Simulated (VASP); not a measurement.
# MgO (Fm-3m) in VASP: notebook

Runs on MgO. Level: PBE. Tasks: single point.

Everything below comes from runs of VASP 6.6.1. Logs are shortened: lines on timing, memory, paths and dates and some standing lists are left out, and cuts for length are marked.

## Step 1: The cell of the first run

Symmetry: Fm-3m, No. 225, cubic system. Conventional cell: a = 4.389 Å, b = 4.389 Å, c = 4.389 Å, α = 90.00°, β = 90.00°, γ = 90.00°. Mg (site symmetry m-3m) has 6 O at 2.19 Å within 2.9 Å. Within 2.9 Å of O (site symmetry m-3m) lie 6 Mg at 2.19 Å.

## Step 2: Single point, PBE

Input file INCAR:

```
SYSTEM = MgO
PREC     = Accurate       ! precision mode
ENCUT    = 600            ! plane-wave cutoff, eV
EDIFF    = 1E-6           ! SCF threshold, eV
ISMEAR   = -1             ! smearing method
SIGMA    = 0.0134         ! smearing width, eV
LREAL    = .FALSE.        ! projectors in reciprocal space
LASPH    = .TRUE.         ! aspherical terms in the spheres
NELM     = 120            ! most SCF steps
ALGO     = Normal         ! electronic algorithm
ISIF     = 2              ! what is computed and relaxed
LWAVE    = .FALSE.        ! write WAVECAR
LCHARG   = .FALSE.        ! write CHGCAR
GGA      = PE             ! functional
NBANDS   = 11             ! bands
GGA_COMPAT= .FALSE.
```

Input file KPOINTS:

```
regular mesh
0
G
  7 7 7
  0 0 0
```

Input file POSCAR:

```
MgO
1.0
    0.0000000000      2.1944256300      2.1944256300
    2.1944256300      0.0000000000      2.1944256300
    2.1944256300      2.1944256300      0.0000000000
Mg O
1 1
Direct
    0.0000000000      0.0000000000      0.0000000000
    0.5000000000      0.5000000000      0.5000000000
```

Potentials or basis: VASP PAW PBE potentials, release 64 (Mg, O).

The run is started by

```sh
$ cat potpaw_PBE.64/Mg/POTCAR potpaw_PBE.64/O/POTCAR > POTCAR
$ mpirun -np 1 vasp_std > vasp.out
```

OUTCAR:

```text
SYSTEM = MgO
   PREC = Accurate
   ENCUT = 600
   EDIFF = 1E-6
   ISMEAR = -1
   LREAL = .FALSE.
   LASPH = .TRUE.
   NELM = 120
   ISIF = 2
   GGA = PE

 ion  position               nearest neighbor table
   1  0.000  0.000  0.000-   2 2.19   2 2.19   2 2.19   2 2.19   2 2.19   2 2.19
   2  0.500  0.500  0.500-   1 2.19   1 2.19   1 2.19   1 2.19   1 2.19   1 2.19

  LATTYP: Found a face centered cubic cell.
 ALAT       =     4.3888512600

  Lattice vectors:

 A1 = (   0.0000000000,   2.1944256300,   2.1944256300)
 A2 = (   2.1944256300,   0.0000000000,   2.1944256300)
 A3 = (   2.1944256300,   2.1944256300,   0.0000000000)

Analysis of symmetry for initial positions (statically):
=====================================================================
 Subroutine PRICEL returns:
 Original cell was already a primitive cell.

 Routine SETGRP: Setting up the symmetry group for a
 face centered cubic supercell.

 Subroutine GETGRP returns: Found 48 space group operations
 (whereof 48 operations were pure point group operations)
 out of a pool of 48 trial point group operations.

The static configuration has the point symmetry O_h .

Analysis of symmetry for dynamics (positions and initial velocities):
=====================================================================
 Subroutine PRICEL returns:
 Original cell was already a primitive cell.

 Routine SETGRP: Setting up the symmetry group for a
 face centered cubic supercell.

 Subroutine GETGRP returns: Found 48 space group operations
 (whereof 48 operations were pure point group operations)
 out of a pool of 48 trial point group operations.

The dynamic configuration has the point symmetry O_h .

 Subroutine INISYM returns: Found 48 space group operations
 (whereof 48 operations are pure point group operations),
 and found     1 'primitive' translations

----------------------------------------------------------------------------------------

                                     Primitive cell

  volume of cell :      21.1345

  direct lattice vectors                    reciprocal lattice vectors
     0.000000000  2.194425630  2.194425630    -0.227850055  0.227850055  0.227850055
     2.194425630  0.000000000  2.194425630     0.227850055 -0.227850055  0.227850055
     2.194425630  2.194425630  0.000000000     0.227850055  0.227850055 -0.227850055

  length of vectors
     3.103386488  3.103386488  3.103386488     0.394647871  0.394647871  0.394647871

  position of ions in fractional coordinates (direct lattice)
     0.000000000  0.000000000  0.000000000
     0.500000000  0.500000000  0.500000000

  ion indices of the primitive-cell ions
   primitive index   ion index
                 1           1
                 2           2

----------------------------------------------------------------------------------------

 KPOINTS: regular mesh

Automatic generation of k-mesh.
 Grid dimensions read from file:
 generate k-points for:    7    7    7

 Generating k-lattice:

  Cartesian coordinates                     Fractional coordinates (reciprocal lattice)
    -0.032550008  0.032550008  0.032550008     0.142857143  0.000000000  0.000000000
     0.032550008 -0.032550008  0.032550008     0.000000000  0.142857143  0.000000000
     0.032550008  0.032550008 -0.032550008     0.000000000  0.000000000  0.142857143

  Length of vectors
     0.056378267  0.056378267  0.056378267

  Shift w.r.t. Gamma in fractional coordinates (k-lattice)
     0.000000000  0.000000000  0.000000000

 Subroutine IBZKPT returns following result:
 ===========================================

 Found     20 irreducible k-points:

 Following reciprocal coordinates:
            Coordinates               Weight
  0.000000  0.000000  0.000000      1.000000
  0.142857  0.000000  0.000000      8.000000
  0.285714  0.000000  0.000000      8.000000
  0.428571  0.000000  0.000000      8.000000
  0.142857  0.142857  0.000000      6.000000
  0.285714  0.142857  0.000000     24.000000
[... 12 lines left out ...]
 -0.428571  0.428571  0.142857     24.000000
 -0.285714  0.428571  0.142857     24.000000
   k-points           NKPTS =     20   k-points in BZ     NKDIM =     20   number of bands    NBANDS=     11
   number of dos      NEDOS =    301   number of ions     NIONS =      2
   total plane-waves  NPLWV =  21952
   dimension x,y,z NGX =    28 NGY =   28 NGZ =   28
   dimension x,y,z NGXF=    56 NGYF=   56 NGZF=   56
   ions per type =               1   1
   NGX,Y,Z   is equivalent  to a cutoff of  15.00, 15.00, 15.00 a.u.
   NGXF,Y,Z  is equivalent  to a cutoff of  30.00, 30.00, 30.00 a.u.
 SYSTEM =  MgO
   PREC   = accura    normal or accurate (medium, high low for compatibility)
   ISTART =      0    job   : 0-new  1-cont  2-samecut
   ICHARG =      2    charge: 1-file 2-atom 10-const
   ISPIN  =      1    spin polarized calculation?
   LNONCOLLINEAR =      F non collinear calculations
   LSORBIT =      F    spin-orbit coupling
   LASPH  =      T    aspherical Exc in radial PAW
   ENCUT  =  600.0 eV  44.10 Ry    6.64 a.u.   6.20  6.20  6.20*2*pi/ulx,y,z
   NELM   =    120;   NELMIN=  2; NELMDL= -5     # of ELM steps
   EDIFF  = 0.1E-05   stopping-criterion for ELM
   LREAL  =      F    real-space projection
   EDIFFG = 0.1E-04   stopping-criterion for IOM
   NSW    =      0    number of steps for IOM
   IBRION =     -1    ionic relax: 0-MD 1-quasi-New 2-CG
   NFREE  =      0    steps in history (QN), initial steepest desc. (CG)
   ISIF   =      2    stress and relaxation
   ISYM   =      2    0-nonsym 1-usesym 2-fastsym
   POTIM  = 0.5000    time-step for ionic-motion
   TEBEG  =    0.0;   TEEND  =   0.0 temperature during run
   PSTRESS=    0.0 pullay stress
   NELECT =       8.0000    total number of electrons
   NUPDOWN=      -1.0000    fix difference up-down
   EMIN   =  10.00;   EMAX   =-10.00  energy-range for DOS
   EFERMI =   0.00;   METHOD = LEGACY
   ISMEAR =    -1;   SIGMA  =   0.01  broadening in eV -4-tet -1-fermi 0-gaus
   EFERMI_NEDOS =   21; number of points for ismear=-14 and -15
   IALGO  =     38    algorithm
   IMIX   =      4    mixing-type and parameters
     AMIX     =   0.40;   BMIX     =  1.00
     AMIX_MAG =   1.60;   BMIX_MAG =  1.00
  volume/ion in A,a.u.               =      10.57        71.31
  Fermi-wavevector in a.u.,A,eV,Ry     =   1.184242  2.237894 19.081221  1.402430
  Thomas-Fermi vector in A             =   2.320461
   LORBIT       =      0    0 simple, 1 ext, 2 COOP (PROOUT), +10 PAW based schemes
   GGA     = PE    functional components
   LHFCALC =     F    Hartree Fock is set to
   AEXX    =    0.0000 exact exchange contribution
   IVDW    =     0    specifies the selected vdW correction
   LEPSILON=     F    determine dielectric tensor
   LRPA    =     F    only Hartree local field effects (RPA)
 non-spin polarized calculation
  energy-cutoff  :      600.00
  volume of cell :       21.13
 maximum number of plane-waves:       725
 NGX is ok and might be reduce to    28
   NGX = 13   NGY = 13   NGZ = 13

 number of electron       8.0000000 magnetization

 Free energy of the ion-electron system (eV)
  ---------------------------------------------------
  ext. energy  EPLUGINS =         0.00000000
  ---------------------------------------------------
  free energy    TOTEN  =       -11.83401358 eV

  energy without entropy =      -11.83401358  energy(sigma->0) =      -11.83401358

 E-fermi :   2.6286     XC(G=0): -10.5094

 val. band max:        2.3193650716   @ k =   0.0000   0.0000   0.0000
 cond. band min:       5.9361978236   @ k =   0.0000   0.0000   0.0000
 fundamental gap:      3.6168327519
 Fermi energy:         2.6286281531

 k-point     1 :       0.0000    0.0000    0.0000
  band No.  band energies     occupation
      1     -14.3591      2.00000
      2       2.3194      2.00000
      3       2.3194      2.00000
      4       2.3194      2.00000
      5       5.9362      0.00000
      6      17.4168      0.00000
      7      17.4168      0.00000
      8      17.4168      0.00000
      9      21.0208      0.00000
     10      22.6592      0.00000
     11      22.6592      0.00000

 k-point     2 :       0.1429    0.0000    0.0000
  band No.  band energies     occupation
      1     -14.1909      2.00000
      2       1.1919      2.00000
      3       2.2133      2.00000
      4       2.2133      2.00000
      5       7.0795      0.00000
      6      15.4800      0.00000
      7      17.7670      0.00000
      8      17.7670      0.00000
      9      21.3203      0.00000
     10      21.3203      0.00000
     11      22.7923      0.00000

 k-point     3 :       0.2857    0.0000    0.0000
  band No.  band energies     occupation
      1     -13.7825      2.00000
      2      -0.5178      2.00000
      3       1.9868      2.00000
      4       1.9868      2.00000
      5       8.6839      0.00000
      6      13.8385      0.00000
      7      17.8764      0.00000
      8      17.8764      0.00000
      9      21.3867      0.00000
     10      21.3867      0.00000
     11      22.1268      0.00000

 k-point     4 :       0.4286    0.0000    0.0000
  band No.  band energies     occupation
      1     -13.4171      2.00000
      2      -1.6319      2.00000
      3       1.8154      2.00000
      4       1.8154      2.00000
      5       9.4016      0.00000
      6      13.5363      0.00000
      7      17.4614      0.00000
      8      17.4614      0.00000
      9      21.5123      0.00000
     10      22.9506      0.00000
     11      22.9506      0.00000

 k-point     5 :       0.1429    0.1429    0.0000
  band No.  band energies     occupation
      1     -14.1378      2.00000
      2       1.1139      2.00000
      3       2.0651      2.00000
      4       2.0651      2.00000
      5       7.4358      0.00000
      6      15.0418      0.00000
      7      17.8382      0.00000
      8      17.8382      0.00000
      9      19.2179      0.00000
     10      23.2346      0.00000
     11      24.6633      0.00000
[... 155 lines left out ...]
 k-point    17 :       0.4286    0.2857    0.1429
  band No.  band energies     occupation
      1     -13.5118      2.00000
      2      -0.6703      2.00000
      3       1.0665      2.00000
      4       1.6654      2.00000
      5      10.2882      0.00000
      6      13.0075      0.00000
      7      15.3698      0.00000
      8      18.2835      0.00000
      9      19.7536      0.00000
     10      23.5790      0.00000
     11      26.9027      0.00000

 k-point    18 :      -0.4286    0.2857    0.1429
  band No.  band energies     occupation
      1     -13.2502      2.00000
      2      -1.0225      2.00000
      3       0.5055      2.00000
      4       1.4244      2.00000
      5      11.3923      0.00000
      6      13.1387      0.00000
      7      14.3352      0.00000
      8      17.7351      0.00000
      9      21.1788      0.00000
     10      22.9245      0.00000
     11      27.3703      0.00000

 k-point    19 :      -0.4286    0.4286    0.1429
  band No.  band energies     occupation
      1     -13.1727      2.00000
      2      -0.9327      2.00000
      3       0.6033      2.00000
      4       1.0239      2.00000
      5      11.8970      0.00000
      6      12.2123      0.00000
      7      13.8862      0.00000
      8      17.7751      0.00000
      9      20.3533      0.00000
     10      25.3380      0.00000
     11      27.1044      0.00000

 k-point    20 :      -0.2857    0.4286    0.1429
  band No.  band energies     occupation
      1     -13.1308      2.00000
      2      -0.4348      2.00000
      3      -0.2662      2.00000
      4       1.0524      2.00000
      5      12.4919      0.00000
      6      13.0734      0.00000
      7      13.4197      0.00000
      8      16.9496      0.00000
      9      21.3076      0.00000
     10      23.6222      0.00000
     11      27.1674      0.00000

------------------------ aborting loop because EDIFF is reached ----------------------------------------

  FORCE on cell =-STRESS in cart. coord.  units (eV):
  Direction    XX          YY          ZZ          XY          YZ          ZX
  --------------------------------------------------------------------------------------
  -------------------------------------------------------------------------------------
  Total       -1.6478811     -1.6478811     -1.6478811     -0.0000000      0.0000000      0.0000000
  in kB     -124.9234182   -124.9234182   -124.9234182     -0.0000000      0.0000000      0.0000000
  external PRESSURE =    -124.9234182 kB  Pullay stress =       0.0000000 kB

 VOLUME and BASIS-vectors are now :
 -----------------------------------------------------------------------------
  energy-cutoff  :      600.00
  volume of cell :       21.13
      direct lattice vectors                 reciprocal lattice vectors
     0.000000000  2.194425630  2.194425630    -0.227850055  0.227850055  0.227850055
     2.194425630  0.000000000  2.194425630     0.227850055 -0.227850055  0.227850055
     2.194425630  2.194425630  0.000000000     0.227850055  0.227850055 -0.227850055

 POSITION                                       TOTAL-FORCE (eV/Angst)
 -----------------------------------------------------------------------------------
      0.00000      0.00000      0.00000        -0.000000     -0.000000     -0.000000
      2.19443      2.19443      2.19443         0.000000      0.000000      0.000000
 -----------------------------------------------------------------------------------
    total drift:                                0.000000      0.000000      0.000000

  FREE ENERGIE OF THE ION-ELECTRON SYSTEM (eV)
  ---------------------------------------------------
  free  energy   TOTEN  =       -11.8340135783 eV

  energy  without entropy=      -11.8340135783  energy(sigma->0) =      -11.83401358
```

It took 14 s on 1 thread of Intel Xeon 8259CL, shared host; peak memory 0.16 GiB.

What came out:

* Free energy: -11.8340 eV
* Pressure: -12.5 GPa
* Band gap on the k mesh: 3.62 eV, direct

Levels at points of the mesh, in eV from the valence-band top:
```
           k point  band 1  band 2  band 3  band 4  band 5  band 6  band 7  band 8
(0.00, 0.00, 0.00)  -16.68    0.00    0.00    0.00    3.62   15.10   15.10   15.10
```

## Step 3: Single point, PBE

Input file INCAR:

```
PREC = Accurate ; ENCUT = 600
EDIFF = 1E-6 ; ISMEAR = -5
SIGMA = 0.1 ; LREAL = False
LASPH = True ; NELM = 120
ALGO = Normal ; ISIF = 2
LWAVE = False ; LCHARG = False
GGA = PE ; NBANDS = 11
GGA_COMPAT = False
```

Input file KPOINTS:

```
regular mesh
0
Gamma
  7 7 7
```

POSCAR is that of step 2.

Potentials or basis: VASP PAW PBE potentials, release 64 (Mg, O).

The run is started by

```sh
$ cat potpaw_PBE.64/Mg/POTCAR potpaw_PBE.64/O/POTCAR > POTCAR
$ mpirun -np 1 vasp_std > vasp.out
```

It took 14 s on 1 thread of Intel Xeon 8259CL, shared host; peak memory 0.15 GiB.

The run converged. Its results:

```yaml
Free_energy: -11.8340 eV
Pressure: -12.5 GPa
Band_gap_on_the_k_mesh: 3.62 eV, direct
```

Levels at points of the mesh, in eV from the valence-band top:
```csv
k point,band 1,band 2,band 3,band 4,band 5,band 6,band 7,band 8,band 9
"(0.00, 0.00, 0.00)",-16.68,0.00,0.00,0.00,3.62,15.10,15.10,15.10,18.70
```
